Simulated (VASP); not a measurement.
# Te (Im-3m) in VASP: notebook, part 2 of 2

VASP 6.6.1.

### Step 3. Single point, PBE

This run uses another cell than the first one, of 28.60 Å³/atom.

INCAR reads:

```
SYSTEM = Te
PREC     = Accurate       ! precision mode
ENCUT    = 520            ! plane-wave cutoff, eV
EDIFF    = 1E-6           ! SCF threshold, eV
ISMEAR   = -1             ! smearing method
SIGMA    = 0.05           ! smearing width, eV
LREAL    = .FALSE.        ! projectors in reciprocal space
LASPH    = .TRUE.         ! aspherical terms in the spheres
NELM     = 60             ! most SCF steps
ALGO     = Normal         ! electronic algorithm
ISIF     = 2              ! what is computed and relaxed
LWAVE    = .FALSE.        ! write WAVECAR
LCHARG   = .TRUE.         ! write CHGCAR
GGA      = PE             ! functional
LELF     = .TRUE.         ! ELF
LVHAR    = .TRUE.       
NBANDS   = 9              ! bands
```

KPOINTS reads:

```
regular mesh
0
G
  14 14 14
  0 0 0
```

POSCAR reads:

```
Te
1.0
   -1.9265655083      1.9265655083      1.9265655083
    1.9265655083     -1.9265655083      1.9265655083
    1.9265655083      1.9265655083     -1.9265655083
Te
1
Direct
    0.0000000000      0.0000000000      0.0000000000
```

Potentials or basis: VASP PAW PBE potentials, release 64 (Te).

The run is started by

```sh
$ cat potpaw_PBE.64/Te/POTCAR > POTCAR
$ mpirun -np 1 vasp_std > vasp.out
```

OUTCAR:

```text
SYSTEM = Te
   PREC = Accurate
   ENCUT = 520
   EDIFF = 1E-6
   ISMEAR = -1
   LREAL = .FALSE.
   LASPH = .TRUE.
   NELM = 60
   ISIF = 2
   GGA = PE

 ion  position               nearest neighbor table
   1  0.000  0.000  0.000-

  LATTYP: Found a body centered cubic cell.
 ALAT       =     3.8531310166

  Lattice vectors:

 A1 = (  -1.9265655083,   1.9265655083,   1.9265655083)
 A2 = (   1.9265655083,  -1.9265655083,   1.9265655083)
 A3 = (   1.9265655083,   1.9265655083,  -1.9265655083)

Analysis of symmetry for initial positions (statically):
=====================================================================
 Subroutine PRICEL returns:
 Original cell was already a primitive cell.

 Routine SETGRP: Setting up the symmetry group for a
 body centered cubic supercell.

 Subroutine GETGRP returns: Found 48 space group operations
 (whereof 48 operations were pure point group operations)
 out of a pool of 48 trial point group operations.

The static configuration has the point symmetry O_h .

Analysis of symmetry for dynamics (positions and initial velocities):
=====================================================================
 Subroutine PRICEL returns:
 Original cell was already a primitive cell.

 Routine SETGRP: Setting up the symmetry group for a
 body centered cubic supercell.

 Subroutine GETGRP returns: Found 48 space group operations
 (whereof 48 operations were pure point group operations)
 out of a pool of 48 trial point group operations.

The dynamic configuration has the point symmetry O_h .

 Subroutine INISYM returns: Found 48 space group operations
 (whereof 48 operations are pure point group operations),
 and found     1 'primitive' translations

----------------------------------------------------------------------------------------

                                     Primitive cell

  volume of cell :      28.6030

  direct lattice vectors                    reciprocal lattice vectors
    -1.926565508  1.926565508  1.926565508     0.000000000  0.259529197  0.259529197
     1.926565508 -1.926565508  1.926565508     0.259529197  0.000000000  0.259529197
     1.926565508  1.926565508 -1.926565508     0.259529197  0.259529197  0.000000000

  length of vectors
     3.336909344  3.336909344  3.336909344     0.367029711  0.367029711  0.367029711

  position of ions in fractional coordinates (direct lattice)
     0.000000000  0.000000000  0.000000000

  ion indices of the primitive-cell ions
   primitive index   ion index
                 1           1

----------------------------------------------------------------------------------------

 KPOINTS: regular mesh

Automatic generation of k-mesh.
 Grid dimensions read from file:
 generate k-points for:   14   14   14

 Generating k-lattice:

  Cartesian coordinates                     Fractional coordinates (reciprocal lattice)
     0.000000000  0.018537800  0.018537800     0.071428571  0.000000000  0.000000000
     0.018537800  0.000000000  0.018537800     0.000000000  0.071428571  0.000000000
     0.018537800  0.018537800  0.000000000     0.000000000  0.000000000  0.071428571

  Length of vectors
     0.026216408  0.026216408  0.026216408

  Shift w.r.t. Gamma in fractional coordinates (k-lattice)
     0.000000000  0.000000000  0.000000000

 Subroutine IBZKPT returns following result:
 ===========================================

 Found    104 irreducible k-points:

 Following reciprocal coordinates:
            Coordinates               Weight
  0.000000  0.000000  0.000000      1.000000
  0.071429  0.000000  0.000000     12.000000
  0.142857  0.000000  0.000000     12.000000
  0.214286  0.000000  0.000000     12.000000
  0.285714  0.000000  0.000000     12.000000
  0.357143  0.000000  0.000000     12.000000
[... 16 lines left out ...]
  0.285714  0.285714  0.000000     24.000000
  0.357143  0.285714  0.000000     24.000000
 [... further k-points ...]
   k-points           NKPTS =    104   k-points in BZ     NKDIM =    104   number of bands    NBANDS=      9
   number of dos      NEDOS =    301   number of ions     NIONS =      1
   total plane-waves  NPLWV =  21952
   dimension x,y,z NGX =    28 NGY =   28 NGZ =   28
   dimension x,y,z NGXF=    56 NGYF=   56 NGZF=   56
   ions per type =               1
   NGX,Y,Z   is equivalent  to a cutoff of  13.95, 13.95, 13.95 a.u.
   NGXF,Y,Z  is equivalent  to a cutoff of  27.90, 27.90, 27.90 a.u.
 SYSTEM =  Te
   PREC   = accura    normal or accurate (medium, high low for compatibility)
   ISTART =      0    job   : 0-new  1-cont  2-samecut
   ICHARG =      2    charge: 1-file 2-atom 10-const
   ISPIN  =      1    spin polarized calculation?
   LNONCOLLINEAR =      F non collinear calculations
   LSORBIT =      F    spin-orbit coupling
   LASPH  =      T    aspherical Exc in radial PAW
   ENCUT  =  520.0 eV  38.22 Ry    6.18 a.u.   6.20  6.20  6.20*2*pi/ulx,y,z
   NELM   =     60;   NELMIN=  2; NELMDL= -5     # of ELM steps
   EDIFF  = 0.1E-05   stopping-criterion for ELM
   LREAL  =      F    real-space projection
   EDIFFG = 0.1E-04   stopping-criterion for IOM
   NSW    =      0    number of steps for IOM
   IBRION =     -1    ionic relax: 0-MD 1-quasi-New 2-CG
   NFREE  =      0    steps in history (QN), initial steepest desc. (CG)
   ISIF   =      2    stress and relaxation
   ISYM   =      2    0-nonsym 1-usesym 2-fastsym
   POTIM  = 0.5000    time-step for ionic-motion
   TEBEG  =    0.0;   TEEND  =   0.0 temperature during run
   PSTRESS=    0.0 pullay stress
   NELECT =       6.0000    total number of electrons
   NUPDOWN=      -1.0000    fix difference up-down
   EMIN   =  10.00;   EMAX   =-10.00  energy-range for DOS
   EFERMI =   0.00;   METHOD = LEGACY
   ISMEAR =    -1;   SIGMA  =   0.05  broadening in eV -4-tet -1-fermi 0-gaus
   EFERMI_NEDOS =   21; number of points for ismear=-14 and -15
   IALGO  =     38    algorithm
   IMIX   =      4    mixing-type and parameters
     AMIX     =   0.40;   BMIX     =  1.00
     AMIX_MAG =   1.60;   BMIX_MAG =  1.00
  volume/ion in A,a.u.               =      28.60       193.02
  Fermi-wavevector in a.u.,A,eV,Ry     =   0.972721  1.838175 12.873635  0.946185
  Thomas-Fermi vector in A             =   2.103042
   LORBIT       =      0    0 simple, 1 ext, 2 COOP (PROOUT), +10 PAW based schemes
   GGA     = PE    functional components
   LHFCALC =     F    Hartree Fock is set to
   AEXX    =    0.0000 exact exchange contribution
   IVDW    =     0    specifies the selected vdW correction
   LEPSILON=     F    determine dielectric tensor
   LRPA    =     F    only Hartree local field effects (RPA)
 non-spin polarized calculation
  energy-cutoff  :      520.00
  volume of cell :       28.60
 maximum number of plane-waves:       784
 NGX is ok and might be reduce to    28
   NGX = 13   NGY = 13   NGZ = 13

 number of electron       6.0000000 magnetization

 Free energy of the ion-electron system (eV)
  ---------------------------------------------------
  ext. energy  EPLUGINS =         0.00000000
  ---------------------------------------------------
  free energy    TOTEN  =        -2.83772680 eV

  energy without entropy =       -2.83098513  energy(sigma->0) =       -2.83435597

 E-fermi :   7.7266     XC(G=0): -10.0554

 val. band max:        7.6967327840   @ k =   0.3571   0.0714   0.0000
 cond. band min:       7.7613976682   @ k =  -0.4286  -0.4286   0.2143
 fundamental gap:      0.0646648841
 Fermi energy:         7.7266429789

 k-point     1 :       0.0000    0.0000    0.0000
  band No.  band energies     occupation
      1      -6.0445      2.00000
      2      10.7328      0.00000
      3      10.7328      0.00000
      4      10.7328      0.00000
      5      17.5298      0.00000
      6      17.6452      0.00000
      7      17.6452      0.00000
      8      17.6452      0.00000
      9      19.6951      0.00000

 k-point     2 :       0.0714    0.0000    0.0000
  band No.  band energies     occupation
      1      -5.9525      2.00000
      2      10.0759      0.00000
      3      10.5014      0.00000
      4      10.6867      0.00000
      5      17.1231      0.00000
      6      17.1481      0.00000
      7      18.0338      0.00000
      8      18.1308      0.00000
      9      18.9135      0.00000
[... 253 lines left out ...]
 k-point    24 :       0.3571    0.2857    0.0000
  band No.  band energies     occupation
      1      -2.5467      2.00000
      2       3.1120      2.00000
      3       4.0921      2.00000
      4       8.6902      0.00000
      5      15.2393      0.00000
      6      17.6651      0.00000
      7      18.5397      0.00000
      8      21.5595      0.00000
      9      23.5024      0.00000

 [... further k-points ...]
[... 5 lines left out ...]
  --------------------------------------------------------------------------------------
  -------------------------------------------------------------------------------------
  Total       -0.0156325     -0.0156325     -0.0156325      0.0000000      0.0000000      0.0000000
  in kB       -0.8756450     -0.8756450     -0.8756450      0.0000000      0.0000000      0.0000000
  external PRESSURE =      -0.8756450 kB  Pullay stress =       0.0000000 kB

 VOLUME and BASIS-vectors are now :
 -----------------------------------------------------------------------------
  energy-cutoff  :      520.00
  volume of cell :       28.60
      direct lattice vectors                 reciprocal lattice vectors
    -1.926565508  1.926565508  1.926565508     0.000000000  0.259529197  0.259529197
     1.926565508 -1.926565508  1.926565508     0.259529197  0.000000000  0.259529197
     1.926565508  1.926565508 -1.926565508     0.259529197  0.259529197  0.000000000

 POSITION                                       TOTAL-FORCE (eV/Angst)
 -----------------------------------------------------------------------------------
      0.00000      0.00000      0.00000        -0.000000      0.000000     -0.000000
 -----------------------------------------------------------------------------------
    total drift:                                0.000000      0.000000      0.000000

  FREE ENERGIE OF THE ION-ELECTRON SYSTEM (eV)
  ---------------------------------------------------
  free  energy   TOTEN  =        -2.8377267994 eV

  energy  without entropy=       -2.8309851343  energy(sigma->0) =       -2.83435597
```

It took 27 s on 1 thread of Intel Xeon 8259CL, shared host; peak memory 0.17 GiB.

What came out:

```
Free energy            : -2.8377 eV
Pressure               : -0.1 GPa
Band gap on the k mesh : zero (bands 3 and 4 overlap by 5.88 eV)
```

Caveat: spin-orbit coupling is left out, which moves the levels of the heavy elements.
